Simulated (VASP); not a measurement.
# PbO (P4/nmm) in VASP: notebook

PbO is run at these levels: PBEsol; tasks: single point.

All numbers are computed with VASP 6.6.1; they aren't measurements. Logs are shortened: lines on timing, memory, paths and dates and some standing lists are left out, and cuts for length are marked.

## Step 1: The cell of the first run

Symmetry: P4/nmm, No. 129, tetragonal system. The conventional cell has a = 3.849 Å, b = 3.849 Å, c = 5.165 Å, α = 90.00°, β = 90.00°, γ = 90.00°. Within 2.9 Å of Pb (site symmetry 4mm) lie 4 O at 2.20 Å. Within 2.9 Å of O (site symmetry -4m2) lie 4 Pb at 2.20 Å and 4 O at 2.72 Å.

## Step 2: Single point, PBEsol (strained)

Contents of INCAR:

```
SYSTEM = PbO
PREC = Accurate
ENCUT = 520
EDIFF = 1E-6
ISMEAR = 0
SIGMA = 0.02
LREAL = .FALSE.
LASPH = .TRUE.
NELM = 60
ALGO = Normal
ISIF = 2
LWAVE = .FALSE.
LCHARG = .FALSE.
GGA = PS
NBANDS = 28
```

Contents of KPOINTS:

```
regular mesh
0
G
  8 8 6
  0 0 0
```

Contents of POSCAR:

```
PbO
1.0
    3.8494448640      0.0000000000      0.0000000000
    0.0000000000      3.8494448640      0.0000000000
    0.0000000000      0.0000000000      5.1654283200
Pb O
2 2
Direct
    0.0000000000      0.5000000000      0.2069396344
    0.5000000000      0.0000000000      0.7930603656
    0.0000000000      0.0000000000      0.0000000000
    0.5000000000      0.5000000000      0.0000000000
```

Potentials or basis: VASP PAW PBE potentials, release 64 (Pb_d, O).

The run is started by

```bash
> cat potpaw_PBE.64/Pb_d/POTCAR potpaw_PBE.64/O/POTCAR > POTCAR
> mpirun -np 1 vasp_std > vasp.out
```

OUTCAR:

```text
SYSTEM = PbO
   PREC = Accurate
   ENCUT = 520
   EDIFF = 1E-6
   ISMEAR = 0
   LREAL = .FALSE.
   LASPH = .TRUE.
   NELM = 60
   ISIF = 2
   GGA = PS

 ion  position               nearest neighbor table
   1  0.000  0.500  0.207-   3 2.20   4 2.20   3 2.20   4 2.20   2 3.46   2 3.46   2 3.46   2 3.46
                             2 4.07   2 4.07   2 4.07   2 4.07
   2  0.500  0.000  0.793-   3 2.20   4 2.20   4 2.20   3 2.20   1 3.46   1 3.46   1 3.46   1 3.46
                             1 4.07   1 4.07   1 4.07   1 4.07
   3  0.000  0.000  0.000-   1 2.20   2 2.20   1 2.20   2 2.20
   4  0.500  0.500  0.000-   1 2.20   2 2.20   2 2.20   1 2.20

  LATTYP: Found a simple tetragonal cell.
 ALAT       =     3.8494448640
 C/A-ratio  =     1.3418631783

  Lattice vectors:

 A1 = (   3.8494448640,   0.0000000000,   0.0000000000)
 A2 = (   0.0000000000,   3.8494448640,   0.0000000000)
 A3 = (   0.0000000000,   0.0000000000,   5.1654283200)

Analysis of symmetry for initial positions (statically):
=====================================================================
 Subroutine PRICEL returns:
 Original cell was already a primitive cell.

 Routine SETGRP: Setting up the symmetry group for a
 simple tetragonal supercell.

 Subroutine GETGRP returns: Found 16 space group operations
 (whereof  8 operations were pure point group operations)
 out of a pool of 16 trial point group operations.

The static configuration has the point symmetry D_2d.
 The point group associated with its full space group is D_4h.

Analysis of symmetry for dynamics (positions and initial velocities):
=====================================================================
 Subroutine PRICEL returns:
 Original cell was already a primitive cell.

 Routine SETGRP: Setting up the symmetry group for a
 simple tetragonal supercell.

 Subroutine GETGRP returns: Found 16 space group operations
 (whereof  8 operations were pure point group operations)
 out of a pool of 16 trial point group operations.

The dynamic configuration has the point symmetry D_2d.
 The point group associated with its full space group is D_4h.

 Subroutine INISYM returns: Found 16 space group operations
 (whereof  8 operations are pure point group operations),
 and found     1 'primitive' translations

----------------------------------------------------------------------------------------

                                     Primitive cell

  volume of cell :      76.5425

  direct lattice vectors                    reciprocal lattice vectors
     3.849444864  0.000000000  0.000000000     0.259777717  0.000000000  0.000000000
     0.000000000  3.849444864  0.000000000     0.000000000  0.259777717  0.000000000
     0.000000000  0.000000000  5.165428320     0.000000000  0.000000000  0.193594788

  length of vectors
     3.849444864  3.849444864  5.165428320     0.259777717  0.259777717  0.193594788

  position of ions in fractional coordinates (direct lattice)
     0.000000000  0.500000000  0.206939634
     0.500000000  0.000000000  0.793060366
     0.000000000  0.000000000  0.000000000
     0.500000000  0.500000000  0.000000000

  ion indices of the primitive-cell ions
   primitive index   ion index
                 1           1
                 2           2
                 3           3
                 4           4

----------------------------------------------------------------------------------------

 KPOINTS: regular mesh

Automatic generation of k-mesh.
 Grid dimensions read from file:
 generate k-points for:    8    8    6

 Generating k-lattice:

  Cartesian coordinates                     Fractional coordinates (reciprocal lattice)
     0.032472215  0.000000000  0.000000000     0.125000000  0.000000000  0.000000000
     0.000000000  0.032472215  0.000000000     0.000000000  0.125000000  0.000000000
     0.000000000  0.000000000  0.032265798     0.000000000  0.000000000  0.166666667

  Length of vectors
     0.032472215  0.032472215  0.032265798

  Shift w.r.t. Gamma in fractional coordinates (k-lattice)
     0.000000000  0.000000000  0.000000000

 Subroutine IBZKPT returns following result:
 ===========================================

 Found     60 irreducible k-points:

 Following reciprocal coordinates:
            Coordinates               Weight
  0.000000  0.000000  0.000000      1.000000
  0.125000  0.000000  0.000000      4.000000
  0.250000  0.000000  0.000000      4.000000
  0.375000  0.000000  0.000000      4.000000
  0.500000  0.000000  0.000000      2.000000
  0.125000  0.125000  0.000000      4.000000
[... 16 lines left out ...]
  0.375000  0.125000  0.166667     16.000000
  0.500000  0.125000  0.166667      8.000000
 [... further k-points ...]
   k-points           NKPTS =     60   k-points in BZ     NKDIM =     60   number of bands    NBANDS=     28
   number of dos      NEDOS =    301   number of ions     NIONS =      4
   total plane-waves  NPLWV =  36000
   dimension x,y,z NGX =    30 NGY =   30 NGZ =   40
   dimension x,y,z NGXF=    60 NGYF=   60 NGZF=   80
   ions per type =               2   2
   NGX,Y,Z   is equivalent  to a cutoff of  12.96, 12.96, 12.87 a.u.
   NGXF,Y,Z  is equivalent  to a cutoff of  25.91, 25.91, 25.75 a.u.
 SYSTEM =  PbO
   PREC   = accura    normal or accurate (medium, high low for compatibility)
   ISTART =      0    job   : 0-new  1-cont  2-samecut
   ICHARG =      2    charge: 1-file 2-atom 10-const
   ISPIN  =      1    spin polarized calculation?
   LNONCOLLINEAR =      F non collinear calculations
   LSORBIT =      F    spin-orbit coupling
   LASPH  =      T    aspherical Exc in radial PAW
   ENCUT  =  520.0 eV  38.22 Ry    6.18 a.u.   7.16  7.16  9.60*2*pi/ulx,y,z
   NELM   =     60;   NELMIN=  2; NELMDL= -5     # of ELM steps
   EDIFF  = 0.1E-05   stopping-criterion for ELM
   LREAL  =      F    real-space projection
   EDIFFG = 0.1E-04   stopping-criterion for IOM
   NSW    =      0    number of steps for IOM
   IBRION =     -1    ionic relax: 0-MD 1-quasi-New 2-CG
   NFREE  =      0    steps in history (QN), initial steepest desc. (CG)
   ISIF   =      2    stress and relaxation
   ISYM   =      2    0-nonsym 1-usesym 2-fastsym
   POTIM  = 0.5000    time-step for ionic-motion
   TEBEG  =    0.0;   TEEND  =   0.0 temperature during run
   PSTRESS=    0.0 pullay stress
   NELECT =      40.0000    total number of electrons
   NUPDOWN=      -1.0000    fix difference up-down
   EMIN   =  10.00;   EMAX   =-10.00  energy-range for DOS
   EFERMI =   0.00;   METHOD = LEGACY
   ISMEAR =     0;   SIGMA  =   0.02  broadening in eV -4-tet -1-fermi 0-gaus
   EFERMI_NEDOS =   21; number of points for ismear=-14 and -15
   IALGO  =     38    algorithm
   IMIX   =      4    mixing-type and parameters
     AMIX     =   0.40;   BMIX     =  1.00
     AMIX_MAG =   1.60;   BMIX_MAG =  1.00
  volume/ion in A,a.u.               =      19.14       129.13
  Fermi-wavevector in a.u.,A,eV,Ry     =   1.318643  2.491874 23.658082  1.738820
  Thomas-Fermi vector in A             =   2.448598
   LORBIT       =      0    0 simple, 1 ext, 2 COOP (PROOUT), +10 PAW based schemes
   GGA     = PS    functional components
   LHFCALC =     F    Hartree Fock is set to
   AEXX    =    0.0000 exact exchange contribution
   IVDW    =     0    specifies the selected vdW correction
   LEPSILON=     F    determine dielectric tensor
   LRPA    =     F    only Hartree local field effects (RPA)
 non-spin polarized calculation
 Gauss-broadening in eV      SIGMA  =   0.02
  energy-cutoff  :      520.00
  volume of cell :       76.54
 maximum number of plane-waves:      2084
 NGX is ok and might be reduce to    30
   NGX = 15   NGY = 15   NGZ = 19

 number of electron      40.0000014 magnetization

 Free energy of the ion-electron system (eV)
  ---------------------------------------------------
  ext. energy  EPLUGINS =         0.00000000
  ---------------------------------------------------
  free energy    TOTEN  =       -22.22824278 eV

  energy without entropy =      -22.22824278  energy(sigma->0) =      -22.22824278

 E-fermi :   5.8561     XC(G=0): -10.1362

 val. band max:        5.7063197097   @ k =   0.1250   0.1250   0.0000
 cond. band min:       7.0783389956   @ k =   0.0000   0.0000   0.5000
 fundamental gap:      1.3720192859
 Fermi energy:         5.8561079989

 k-point     1 :       0.0000    0.0000    0.0000
  band No.  band energies     occupation
      1     -14.2353      2.00000
      2     -13.3894      2.00000
      3     -10.5936      2.00000
      4     -10.5936      2.00000
      5     -10.4682      2.00000
      6     -10.4642      2.00000
[... 20 lines left out ...]
     27      13.8265      0.00000
     28      14.1323      0.00000

 k-point     2 :       0.1250    0.0000    0.0000
  band No.  band energies     occupation
      1     -14.1848      2.00000
      2     -13.4041      2.00000
      3     -10.5873      2.00000
      4     -10.5733      2.00000
      5     -10.4562      2.00000
      6     -10.4457      2.00000
[... 20 lines left out ...]
     27      14.0590      0.00000
     28      15.4080      0.00000

 k-point     3 :       0.2500    0.0000    0.0000
  band No.  band energies     occupation
      1     -14.0496      2.00000
      2     -13.4549      2.00000
      3     -10.5694      2.00000
      4     -10.5183      2.00000
      5     -10.4131      2.00000
      6     -10.3925      2.00000
[... 20 lines left out ...]
     27      14.3961      0.00000
     28      17.1678      0.00000

 k-point     4 :       0.3750    0.0000    0.0000
  band No.  band energies     occupation
      1     -13.8712      2.00000
      2     -13.5515      2.00000
      3     -10.5409      2.00000
      4     -10.4519      2.00000
      5     -10.4504      2.00000
      6     -10.3798      2.00000
[... 578 lines left out ...]
     27      15.3655      0.00000
     28      16.4242      0.00000

 k-point    23 :       0.3750    0.1250    0.1667
  band No.  band energies     occupation
      1     -13.8408      2.00000
      2     -13.5467      2.00000
      3     -10.5266      2.00000
      4     -10.4543      2.00000
      5     -10.4361      2.00000
      6     -10.3643      2.00000
[... 20 lines left out ...]
     27      15.3342      0.00000
     28      15.6384      0.00000

 k-point    24 :       0.5000    0.1250    0.1667
  band No.  band energies     occupation
      1     -13.6778      2.00000
      2     -13.6778      2.00000
      3     -10.4934      2.00000
      4     -10.4934      2.00000
      5     -10.3878      2.00000
      6     -10.3878      2.00000
[... 20 lines left out ...]
     27      15.2856      0.00000
     28      15.2856      0.00000

 [... further k-points ...]
[... 5 lines left out ...]
  --------------------------------------------------------------------------------------
  -------------------------------------------------------------------------------------
  Total        8.1034470      8.1034470      6.8632640      0.0000000      0.0000000      0.0000000
  in kB      169.6203024    169.6203024    143.6609515      0.0000000      0.0000000      0.0000000
  external PRESSURE =     160.9671854 kB  Pullay stress =       0.0000000 kB

 VOLUME and BASIS-vectors are now :
 -----------------------------------------------------------------------------
  energy-cutoff  :      520.00
  volume of cell :       76.54
      direct lattice vectors                 reciprocal lattice vectors
     3.849444864  0.000000000  0.000000000     0.259777717  0.000000000  0.000000000
     0.000000000  3.849444864  0.000000000     0.000000000  0.259777717  0.000000000
     0.000000000  0.000000000  5.165428320     0.000000000  0.000000000  0.193594788

 POSITION                                       TOTAL-FORCE (eV/Angst)
 -----------------------------------------------------------------------------------
      0.00000      1.92472      1.06893         0.000000     -0.000000      3.413929
      1.92472      0.00000      4.09650        -0.000000     -0.000000     -3.413929
      0.00000      0.00000      0.00000        -0.000000      0.000000      0.000000
      1.92472      1.92472      0.00000        -0.000000     -0.000000      0.000000
 -----------------------------------------------------------------------------------
    total drift:                                0.000000      0.000000     -0.000000

  FREE ENERGIE OF THE ION-ELECTRON SYSTEM (eV)
  ---------------------------------------------------
  free  energy   TOTEN  =       -22.2282427774 eV

  energy  without entropy=      -22.2282427774  energy(sigma->0) =      -22.22824278
```

Run time: 1.7 min. Hardware: 1 thread of Intel Xeon 6975P-C (Granite Rapids), shared host; peak memory 0.24 GiB.

Results:

| Property | Result |
| --- | --- |
| Free energy | -22.2282 eV |
| Pressure | 16.1 GPa |
| Largest force | 3.414 eV/Å |
| Band gap on the k mesh | 1.37 eV, indirect (least direct gap 1.98 eV) |

Forces in eV/Å, atoms in the order of the input:
```
Pb   0.000  0.000  3.414
Pb   0.000  0.000 -3.414
O    0.000  0.000  0.000
O    0.000  0.000  0.000
```

Levels at points of the mesh, in eV from the valence-band top:
| k point | band 17 | band 18 | band 19 | band 20 | band 21 | band 22 | band 23 | band 24 |
| --- | --- | --- | --- | --- | --- | --- | --- | --- |
| (0.00, 0.00, 0.00) | -2.67 | -2.67 | -2.36 | -0.07 | 2.04 | 4.27 | 6.51 | 6.51 |
| (0.50, 0.00, 0.00) | -4.10 | -4.10 | -1.78 | -1.78 | 3.35 | 3.35 | 6.03 | 6.03 |
| (0.50, 0.50, 0.00) | -1.87 | -1.87 | -1.64 | -1.64 | 1.68 | 1.68 | 5.35 | 5.35 |
| (0.00, 0.00, 0.50) | -2.69 | -2.69 | -2.38 | -1.17 | 1.37 | 4.42 | 4.65 | 4.65 |
| (0.50, 0.00, 0.50) | -4.09 | -4.09 | -1.22 | -1.22 | 2.95 | 2.95 | 7.09 | 7.09 |
| (0.50, 0.50, 0.50) | -2.07 | -2.07 | -1.88 | -1.88 | 3.78 | 3.78 | 4.45 | 4.45 |

Caveat: the cell differs from its parent crystal (strained); the PAW data sets were made with another functional, which shifts forces and pressure a little; spin-orbit coupling is left out, which moves the levels of the heavy elements. A k mesh can miss the band edges.

## Step 3: Single point, PBEsol (strained)

Contents of INCAR:

```
SYSTEM = PbO
ALGO = Normal
EDIFF = 1E-6
ENCUT = 520
GGA = PS
ISIF = 2
ISMEAR = 0
LASPH = .True.
LCHARG = .False.
LREAL = .False.
LWAVE = .False.
NBANDS = 28
NELM = 100
PREC = Accurate
SIGMA = 0.02
```

Contents of KPOINTS:

```
k-points
0
Gamma
  8 8 6
  0 0 0
```

Contents of POSCAR:

```
PbO
1.0
    3.9669678720      0.0000000000      0.0000000000
    0.0000000000      3.9669678720      0.0000000000
    0.0000000000      0.0000000000      5.3139288600
Pb O
2 2
Direct
    0.0000000000      0.5000000000      0.2182037806
    0.5000000000      0.0000000000      0.7817962194
    0.0000000000      0.0000000000      0.0000000000
    0.5000000000      0.5000000000      0.0000000000
```

Potentials or basis: VASP PAW PBE potentials, release 64 (Pb_d, O).

The run is started by

```bash
> cat potpaw_PBE.64/Pb_d/POTCAR potpaw_PBE.64/O/POTCAR > POTCAR
> mpirun -np 1 vasp_std > vasp.out
```

Run time: 1.7 min. Hardware: 1 thread of Intel Xeon 6975P-C (Granite Rapids), shared host; peak memory 0.24 GiB.

Results (log left out):

| Item | Value |
| --- | --- |
| Free energy | -22.8429 eV |
| Pressure | 2.1 GPa |
| Largest force | 0.659 eV/Å |
| Band gap on the k mesh | 1.56 eV, indirect (least direct gap 2.03 eV) |

Forces in eV/Å, atoms in the order of the input:
```
Pb   0.000  0.000  0.659
Pb   0.000  0.000 -0.659
O    0.000  0.000  0.000
O    0.000  0.000  0.000
```

Levels at points of the mesh, in eV from the valence-band top:
```csv
k point,band 17,band 18,band 19,band 20,band 21,band 22,band 23,band 24
"(0.00, 0.00, 0.00)",-1.83,-1.83,-1.79,-0.01,2.01,4.63,6.04,6.04
"(0.50, 0.00, 0.00)",-3.19,-3.19,-1.57,-1.57,3.21,3.21,6.02,6.02
"(0.50, 0.50, 0.00)",-1.65,-1.65,-1.16,-1.16,1.56,1.56,5.21,5.21
"(0.00, 0.00, 0.50)",-1.85,-1.85,-1.81,-0.96,1.70,4.36,4.40,4.40
"(0.50, 0.00, 0.50)",-3.17,-3.17,-1.03,-1.03,2.90,2.90,6.60,6.60
"(0.50, 0.50, 0.50)",-2.04,-2.04,-1.17,-1.17,3.62,3.62,4.25,4.25
```

Caveat: the cell differs from its parent crystal (strained); the PAW data sets were made with another functional, which shifts forces and pressure a little; spin-orbit coupling is left out, which moves the levels of the heavy elements. A k mesh can miss the band edges.

## Step 4: Single point, PBEsol (strained)

Contents of INCAR:

```
PREC = Accurate
ENCUT = 520
EDIFF = 1E-6
ISMEAR = 0
SIGMA = 0.02
LREAL = F
LASPH = T
NELM = 80
ALGO = Normal
ISIF = 2
LWAVE = F
LCHARG = F
GGA = PS
NBANDS = 28
```

Contents of KPOINTS:

```
regular mesh
0
Gamma
  8 8 6
```

Contents of POSCAR:

```
PbO
1.0
    3.9291315840      0.0000000000      0.0000000000
    0.0000000000      3.9291315840      0.0000000000
    0.0000000000      0.0000000000      5.4167794200
Pb O
2 2
Direct
    0.0000000000      0.5000000000      0.2632603656
    0.5000000000      0.0000000000      0.7367396344
    0.0000000000      0.0000000000      0.0000000000
    0.5000000000      0.5000000000      0.0000000000
```

The run is started by

```bash
> cat potpaw_PBE.64/Pb_d/POTCAR potpaw_PBE.64/O/POTCAR > POTCAR
> mpirun -np 1 vasp_std > vasp.out
```

Run time: 89 s. Hardware: 1 thread of Intel Xeon 6975P-C (Granite Rapids), shared host; peak memory 0.24 GiB.

Results (log left out):

```
Free energy            : -22.1496 eV
Pressure               : -8.6 GPa
Largest force          : 3.136 eV/Å
Band gap on the k mesh : 0.36 eV, indirect (least direct gap 0.46 eV)
```

Forces in eV/Å, atoms in the order of the input:
```
Pb   0.000  0.000 -3.136
Pb   0.000  0.000  3.136
O    0.000  0.000  0.000
O    0.000  0.000  0.000
```

Stress tensor (GPa, compression positive):
```
 -4.61   0.00   0.00
  0.00  -4.61   0.00
  0.00   0.00 -16.57
```

Levels at points of the mesh, in eV from the valence-band top:
```
           k point  band 17  band 18  band 19  band 20  band 21  band 22  band 23  band 24
(0.00, 0.00, 0.00)    -1.33    -0.58    -0.58     0.00     2.43     4.77     4.77     6.04
(0.50, 0.00, 0.00)    -1.98    -1.98    -1.68    -1.68     2.79     2.79     6.03     6.03
(0.50, 0.50, 0.00)    -2.04    -2.04    -0.10    -0.10     0.36     0.36     4.38     4.38
(0.00, 0.00, 0.50)    -1.57    -1.35    -0.63    -0.63     2.87     3.46     3.46     4.49
(0.50, 0.00, 0.50)    -1.96    -1.96    -1.11    -1.11     2.38     2.38     5.78     5.78
(0.50, 0.50, 0.50)    -2.48    -2.48    -0.10    -0.10     2.56     2.56     3.93     3.93
```

Caveat: the cell differs from its parent crystal (strained); the PAW data sets were made with another functional, which shifts forces and pressure a little; spin-orbit coupling is left out, which moves the levels of the heavy elements. A k mesh can miss the band edges.

(Continued in part 2 of 2.)
